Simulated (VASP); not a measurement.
# Zn4HO4 (a cell with a defect) in VASP: a series of runs

Runs on Zn4HO4 (a cell with a defect). Level: PBEsol. Tasks: single point.

All numbers are computed with VASP 6.6.1; they aren't measurements. Logs are shortened: lines on timing, memory, paths and dates and some standing lists are left out, and cuts for length are marked.

## 1. The cell of the first run

The cell holds a defect, 9 atoms: a = 5.515 Å, b = 5.515 Å, c = 3.243 Å, α = 90.00°, β = 90.00°, γ = 90.00°.

## 2. Single point, PBEsol

INCAR

```
PREC = Accurate
ENCUT = 520
EDIFF = 1E-6
ISMEAR = 0
SIGMA = 0.05
LREAL = F
LASPH = T
NELM = 80
ALGO = Normal
ISIF = 2
LWAVE = F
LCHARG = F
GGA = PS
NBANDS = 46
```

KPOINTS

```
regular mesh
0
Gamma
  4 4 8
```

POSCAR

```
Zn4HO4
1.0
    5.5148137916      0.0000000000      0.0000000000
    0.0000000000      5.5148137916      0.0000000000
    0.0000000000      0.0000000000      3.2430062931
Zn O H
4 4 1
Direct
    0.1820657240      0.1820657240      0.5000000000
    0.8179342760      0.8179342760      0.5000000000
    0.6820657240      0.3179342760      0.0000000000
    0.3179342760      0.6820657240      0.0000000000
    0.8180023132      0.1819976868      0.5000000000
    0.1819976868      0.8180023132      0.5000000000
    0.6819976868      0.6819976868      0.0000000000
    0.3180023132      0.3180023132      0.0000000000
    1.0000405349     -0.4180023132      0.2000000000
```

Potentials or basis: VASP PAW PBE potentials, release 64 (Zn, O, H).

Run with:

```sh
$ cat potpaw_PBE.64/Zn/POTCAR potpaw_PBE.64/O/POTCAR potpaw_PBE.64/H/POTCAR > POTCAR
$ mpirun -np 1 vasp_std > vasp.out
```

OUTCAR:

```text
PREC = Accurate
   ENCUT = 520
   EDIFF = 1E-6
   ISMEAR = 0
   LREAL = F
   LASPH = T
   NELM = 80
   ISIF = 2
   GGA = PS

 ion  position               nearest neighbor table
   1  0.182  0.182  0.500-   8 1.94   8 1.94   5 2.01   6 2.01   2 2.84
   2  0.818  0.818  0.500-   9 1.91   7 1.94   7 1.94   6 2.01   5 2.01   1 2.84
   3  0.682  0.318  0.000-   5 1.94   5 1.94   8 2.01   7 2.01   4 2.84
   4  0.318  0.682  0.000-   6 1.94   6 1.94   9 1.95   7 2.01   8 2.01   3 2.84
   5  0.818  0.182  0.500-   3 1.94   3 1.94   1 2.01   2 2.01
   6  0.182  0.818  0.500-   4 1.94   4 1.94   1 2.01   2 2.01
   7  0.682  0.682  0.000-   2 1.94   2 1.94   4 2.01   3 2.01
   8  0.318  0.318  0.000-   1 1.94   1 1.94   4 2.01   3 2.01
   9  0.000  0.582  0.200-   2 1.91   4 1.95

  LATTYP: Found a simple tetragonal cell.
 ALAT       =     5.5148137916
 C/A-ratio  =     0.5880536344

  Lattice vectors:

 A1 = (   5.5148137916,   0.0000000000,   0.0000000000)
 A2 = (   0.0000000000,   5.5148137916,   0.0000000000)
 A3 = (   0.0000000000,   0.0000000000,   3.2430062931)

Analysis of symmetry for initial positions (statically):
=====================================================================
 Subroutine PRICEL returns:
 Original cell was already a primitive cell.

 Routine SETGRP: Setting up the symmetry group for a
 simple tetragonal supercell.

 Subroutine GETGRP returns: Found  1 space group operations
 (whereof  1 operations were pure point group operations)
 out of a pool of 16 trial point group operations.

The static configuration has the point symmetry C_1 .

Analysis of symmetry for dynamics (positions and initial velocities):
=====================================================================
 Subroutine PRICEL returns:
 Original cell was already a primitive cell.

 Routine SETGRP: Setting up the symmetry group for a
 simple tetragonal supercell.

 Subroutine GETGRP returns: Found  1 space group operations
 (whereof  1 operations were pure point group operations)
 out of a pool of 16 trial point group operations.

The dynamic configuration has the point symmetry C_1 .

 Subroutine INISYM returns: Found  1 space group operations
 (whereof  1 operations are pure point group operations),
 and found     1 'primitive' translations

----------------------------------------------------------------------------------------

                                     Primitive cell

  volume of cell :      98.6301

  direct lattice vectors                    reciprocal lattice vectors
     5.514813792  0.000000000  0.000000000     0.181329785  0.000000000  0.000000000
     0.000000000  5.514813792  0.000000000     0.000000000  0.181329785  0.000000000
     0.000000000  0.000000000  3.243006293     0.000000000  0.000000000  0.308355862

  length of vectors
     5.514813792  5.514813792  3.243006293     0.181329785  0.181329785  0.308355862

  position of ions in fractional coordinates (direct lattice)
     0.182065724  0.182065724  0.500000000
     0.817934276  0.817934276  0.500000000
     0.682065724  0.317934276  0.000000000
     0.317934276  0.682065724  0.000000000
     0.818002313  0.181997687  0.500000000
     0.181997687  0.818002313  0.500000000
     0.681997687  0.681997687  0.000000000
     0.318002313  0.318002313  0.000000000
     0.000040535  0.581997687  0.200000000

  ion indices of the primitive-cell ions
   primitive index   ion index
                 1           1
                 2           2
                 3           3
                 4           4
                 5           5
                 6           6
                 7           7
                 8           8
                 9           9

----------------------------------------------------------------------------------------

 KPOINTS: regular mesh

Automatic generation of k-mesh.
 Grid dimensions read from file:
 generate k-points for:    4    4    8

 Generating k-lattice:

  Cartesian coordinates                     Fractional coordinates (reciprocal lattice)
     0.045332446  0.000000000  0.000000000     0.250000000  0.000000000  0.000000000
     0.000000000  0.045332446  0.000000000     0.000000000  0.250000000  0.000000000
     0.000000000  0.000000000  0.038544483     0.000000000  0.000000000  0.125000000

  Length of vectors
     0.045332446  0.045332446  0.038544483

  Shift w.r.t. Gamma in fractional coordinates (k-lattice)
     0.000000000  0.000000000  0.000000000

 Subroutine IBZKPT returns following result:
 ===========================================

 Found     68 irreducible k-points:

 Following reciprocal coordinates:
            Coordinates               Weight
  0.000000  0.000000  0.000000      1.000000
  0.250000  0.000000  0.000000      2.000000
  0.000000  0.250000  0.000000      2.000000
  0.500000  0.000000  0.000000      1.000000
  0.000000  0.500000  0.000000      1.000000
  0.250000  0.250000  0.000000      2.000000
[... 16 lines left out ...]
 -0.250000  0.500000  0.125000      2.000000
  0.500000 -0.250000  0.125000      2.000000
 [... further k-points ...]
   k-points           NKPTS =     68   k-points in BZ     NKDIM =     68   number of bands    NBANDS=     46
   number of dos      NEDOS =    301   number of ions     NIONS =      9
   total plane-waves  NPLWV =  42336
   dimension x,y,z NGX =    42 NGY =   42 NGZ =   24
   dimension x,y,z NGXF=    84 NGYF=   84 NGZF=   48
   ions per type =               4   4   1
   NGX,Y,Z   is equivalent  to a cutoff of  12.66, 12.66, 12.30 a.u.
   NGXF,Y,Z  is equivalent  to a cutoff of  25.32, 25.32, 24.61 a.u.
 SYSTEM =  unknown system
   PREC   = accura    normal or accurate (medium, high low for compatibility)
   ISTART =      0    job   : 0-new  1-cont  2-samecut
   ICHARG =      2    charge: 1-file 2-atom 10-const
   ISPIN  =      1    spin polarized calculation?
   LNONCOLLINEAR =      F non collinear calculations
   LSORBIT =      F    spin-orbit coupling
   LASPH  =      T    aspherical Exc in radial PAW
   ENCUT  =  520.0 eV  38.22 Ry    6.18 a.u.  10.25 10.25  6.03*2*pi/ulx,y,z
   NELM   =     80;   NELMIN=  2; NELMDL= -5     # of ELM steps
   EDIFF  = 0.1E-05   stopping-criterion for ELM
   LREAL  =      F    real-space projection
   EDIFFG = 0.1E-04   stopping-criterion for IOM
   NSW    =      0    number of steps for IOM
   IBRION =     -1    ionic relax: 0-MD 1-quasi-New 2-CG
   NFREE  =      0    steps in history (QN), initial steepest desc. (CG)
   ISIF   =      2    stress and relaxation
   ISYM   =      2    0-nonsym 1-usesym 2-fastsym
   POTIM  = 0.5000    time-step for ionic-motion
   TEBEG  =    0.0;   TEEND  =   0.0 temperature during run
   PSTRESS=    0.0 pullay stress
   NELECT =      73.0000    total number of electrons
   NUPDOWN=      -1.0000    fix difference up-down
   EMIN   =  10.00;   EMAX   =-10.00  energy-range for DOS
   EFERMI =   0.00;   METHOD = LEGACY
   ISMEAR =     0;   SIGMA  =   0.05  broadening in eV -4-tet -1-fermi 0-gaus
   EFERMI_NEDOS =   21; number of points for ismear=-14 and -15
   IALGO  =     38    algorithm
   IMIX   =      4    mixing-type and parameters
     AMIX     =   0.40;   BMIX     =  1.00
     AMIX_MAG =   1.60;   BMIX_MAG =  1.00
  volume/ion in A,a.u.               =      10.96        73.95
  Fermi-wavevector in a.u.,A,eV,Ry     =   1.480855  2.798411 29.836656  2.192932
  Thomas-Fermi vector in A             =   2.594838
   LORBIT       =      0    0 simple, 1 ext, 2 COOP (PROOUT), +10 PAW based schemes
   GGA     = PS    functional components
   LHFCALC =     F    Hartree Fock is set to
   AEXX    =    0.0000 exact exchange contribution
   IVDW    =     0    specifies the selected vdW correction
   LEPSILON=     F    determine dielectric tensor
   LRPA    =     F    only Hartree local field effects (RPA)
 non-spin polarized calculation
 Gauss-broadening in eV      SIGMA  =   0.05
  energy-cutoff  :      520.00
  volume of cell :       98.63
 maximum number of plane-waves:      2684
 NGX is ok and might be reduce to    42
   NGX = 21   NGY = 21   NGZ = 13

 number of electron      73.0000002 magnetization

 Free energy of the ion-electron system (eV)
  ---------------------------------------------------
  ext. energy  EPLUGINS =         0.00000000
  ---------------------------------------------------
  free energy    TOTEN  =       -39.44750078 eV

  energy without entropy =      -39.44407060  energy(sigma->0) =      -39.44578569

 E-fermi :   2.3157     XC(G=0): -11.1570

 val. band max:        2.3136747314   @ k =   0.5000   0.2500   0.2500
 cond. band min:       2.3211252898   @ k =  -0.2500   0.2500   0.2500
 fundamental gap:      0.0074505584
 Fermi energy:         2.3157065875

 k-point     1 :       0.0000    0.0000    0.0000
  band No.  band energies     occupation
      1     -17.2094      2.00000
      2     -16.5101      2.00000
      3     -16.3714      2.00000
      4     -16.1835      2.00000
      5      -5.5162      2.00000
      6      -5.3217      2.00000
[... 38 lines left out ...]
     45      11.0797      0.00000
     46      12.7159      0.00000

 k-point     2 :       0.2500    0.0000    0.0000
  band No.  band energies     occupation
      1     -17.1195      2.00000
      2     -16.6326      2.00000
      3     -16.3351      2.00000
      4     -16.1928      2.00000
      5      -5.6234      2.00000
      6      -5.4028      2.00000
[... 38 lines left out ...]
     45      11.5484      0.00000
     46      12.0816      0.00000

 k-point     3 :       0.0000    0.2500    0.0000
  band No.  band energies     occupation
      1     -17.1308      2.00000
      2     -16.5821      2.00000
      3     -16.4060      2.00000
      4     -16.1610      2.00000
      5      -5.5492      2.00000
      6      -5.3911      2.00000
[... 38 lines left out ...]
     45      11.3870      0.00000
     46      11.9415      0.00000

 k-point     4 :       0.5000    0.0000    0.0000
  band No.  band energies     occupation
      1     -16.9090      2.00000
      2     -16.8693      2.00000
      3     -16.2733      2.00000
      4     -16.2338      2.00000
      5      -5.7647      2.00000
      6      -5.4022      2.00000
[... 920 lines left out ...]
     45      11.1139      0.00000
     46      11.3192      0.00000

 k-point    23 :      -0.2500    0.5000    0.1250
  band No.  band energies     occupation
      1     -16.8945      2.00000
      2     -16.6710      2.00000
      3     -16.3906      2.00000
      4     -16.1957      2.00000
      5      -5.7688      2.00000
      6      -5.3976      2.00000
[... 38 lines left out ...]
     45      10.6692      0.00000
     46      11.4020      0.00000

 k-point    24 :       0.5000   -0.2500    0.1250
  band No.  band energies     occupation
      1     -16.8177      2.00000
      2     -16.7838      2.00000
      3     -16.2970      2.00000
      4     -16.2537      2.00000
      5      -5.8337      2.00000
      6      -5.3967      2.00000
[... 38 lines left out ...]
     45      10.9335      0.00000
     46      11.3634      0.00000

 [... further k-points ...]

------------------------ aborting loop because EDIFF is reached ----------------------------------------

  FORCE on cell =-STRESS in cart. coord.  units (eV):
  Direction    XX          YY          ZZ          XY          YZ          ZX
  --------------------------------------------------------------------------------------
  -------------------------------------------------------------------------------------
  Total        2.4040979      2.4601034      3.1423430     -0.1605980      0.4848991      0.2395754
  in kB       39.0528950     39.9626654     51.0451715     -2.6088034      7.8768474      3.8917358
  external PRESSURE =      43.3535773 kB  Pullay stress =       0.0000000 kB

 VOLUME and BASIS-vectors are now :
 -----------------------------------------------------------------------------
  energy-cutoff  :      520.00
  volume of cell :       98.63
      direct lattice vectors                 reciprocal lattice vectors
     5.514813792  0.000000000  0.000000000     0.181329785  0.000000000  0.000000000
     0.000000000  5.514813792  0.000000000     0.000000000  0.181329785  0.000000000
     0.000000000  0.000000000  3.243006293     0.000000000  0.000000000  0.308355862

 POSITION                                       TOTAL-FORCE (eV/Angst)
 -----------------------------------------------------------------------------------
      1.00406      1.00406      1.62150        -0.109405      0.236379     -0.010347
      4.51076      4.51076      1.62150        -0.018921      0.239531      0.171239
      3.76147      1.75335      0.00000         0.141799     -0.112837      0.002674
      1.75335      3.76147      0.00000        -0.132923     -0.340578     -0.106557
      4.51113      1.00368      1.62150        -0.103916     -0.408041      0.080238
      1.00368      4.51113      1.62150         0.528936      0.618140      0.439499
      3.76109      3.76109      0.00000        -0.774791      0.250744     -0.331381
      1.75372      1.75372      0.00000         0.410609     -0.216302     -0.090526
      0.00022      3.20961      0.64860         0.058611     -0.267035     -0.154839
 -----------------------------------------------------------------------------------
    total drift:                                0.000062      0.000032      0.000001

  FREE ENERGIE OF THE ION-ELECTRON SYSTEM (eV)
  ---------------------------------------------------
  free  energy   TOTEN  =       -39.4475007811 eV

  energy  without entropy=      -39.4440706009  energy(sigma->0) =      -39.44578569
```

It took 8.1 min on 1 thread of AMD EPYC 7R13, shared host; peak memory 0.33 GiB.

What came out:

```
Free energy            : -39.4475 eV
Pressure               : 4.3 GPa
Largest force          : 0.925 eV/Å
Band gap on the k mesh : zero (an odd number of electrons rules out a gap without spin polarisation)
```

Forces on the atoms (eV/Å):
```
Zn  -0.109  0.236 -0.010
Zn  -0.019  0.240  0.171
Zn   0.142 -0.113  0.003
Zn  -0.133 -0.341 -0.107
O   -0.104 -0.408  0.080
O    0.529  0.618  0.439
O   -0.775  0.251 -0.331
O    0.411 -0.216 -0.091
H    0.059 -0.267 -0.155
```

Caveat: the PAW data sets were made with another functional, which shifts forces and pressure a little; an odd number of electrons without spin polarisation forces a metal; a magnetic or distorted state may lie lower.

## 3. Single point, PBEsol

INCAR

```
  PREC = Accurate
  ENCUT = 520
  EDIFF = 1E-6
  ISMEAR = 0
  SIGMA = 0.05
  LREAL = F
  LASPH = T
  NELM = 60
  ALGO = Normal
  ISIF = 2
  LWAVE = F
  LCHARG = F
  GGA = PS
  NBANDS = 46
```

KPOINTS

```
Automatic mesh
0
Gamma
  4 4 8
```

Edit POSCAR of step 2 so:

```diff
@@ -16,2 +16,2 @@
     0.3180023132      0.3180023132      0.0000000000
-    1.0000405349     -0.4180023132      0.2000000000
+    1.0000405349      0.0819976868      0.3000000000
```

Potentials or basis: VASP PAW PBE potentials, release 64 (Zn, O, H).

Run with:

```sh
$ cat potpaw_PBE.64/Zn/POTCAR potpaw_PBE.64/O/POTCAR potpaw_PBE.64/H/POTCAR > POTCAR
$ mpirun -np 1 vasp_std > vasp.out
```

It took 8 min on 1 thread of AMD EPYC 7R13, shared host; peak memory 0.33 GiB.

It converged, with:

- Free energy: -38.0142 eV
- Pressure: 12.6 GPa
- Largest force: 6.932 eV/Å
- Band gap on the k mesh: zero (an odd number of electrons rules out a gap without spin polarisation)

Forces on the atoms (eV/Å):
```
Zn   5.498  2.606  3.321
Zn  -0.498 -1.292  0.329
Zn  -0.529  0.591  0.023
Zn   0.039  0.031  0.003
O   -1.068  0.273  0.035
O    0.200 -0.480  0.181
O    0.036 -0.041 -0.052
O    0.284  0.087 -0.466
H   -3.961 -1.775 -3.373
```

Stress tensor (GPa, compression positive):
```
17.02  4.00  3.94
 4.00 11.16  1.03
 3.94  1.03  9.75
```

Levels at points of the mesh, in eV from the Fermi level:
| k point | band 33 | band 34 | band 35 | band 36 | band 37 | band 38 | band 39 | band 40 |
| --- | --- | --- | --- | --- | --- | --- | --- | --- |
| (0.00, 0.00, 0.00) | -3.40 | -3.11 | -2.86 | -2.76 | -2.60 | 1.68 | 2.32 | 2.83 |
| (0.50, 0.00, 0.00) | -3.53 | -3.28 | -3.25 | -3.16 | -0.48 | 0.29 | 2.22 | 3.14 |
| (0.00, 0.50, 0.00) | -3.78 | -3.58 | -3.09 | -2.98 | -0.61 | 0.37 | 2.39 | 3.06 |
| (0.50, 0.50, 0.00) | -3.79 | -3.55 | -3.53 | -3.48 | -0.14 | 1.37 | 1.77 | 1.83 |
| (0.00, 0.00, 0.50) | -4.56 | -4.45 | -4.19 | -4.03 | 0.67 | 2.91 | 3.40 | 4.94 |
| (0.50, 0.00, 0.50) | -4.61 | -4.23 | -3.98 | -3.71 | 0.42 | 2.99 | 3.30 | 3.88 |
| (0.00, 0.50, 0.50) | -4.52 | -4.19 | -4.06 | -3.73 | 0.58 | 3.01 | 3.29 | 3.89 |
| (0.50, 0.50, 0.50) | -4.10 | -4.07 | -4.04 | -3.89 | 0.10 | 2.54 | 2.63 | 2.88 |

Caveat: the PAW data sets were made with another functional, which shifts forces and pressure a little; an odd number of electrons without spin polarisation forces a metal; a magnetic or distorted state may lie lower.

(Part 1 of 2 ends here.)

The gap in the log of VASP goes by the Fermi energy; the results here count the filled bands.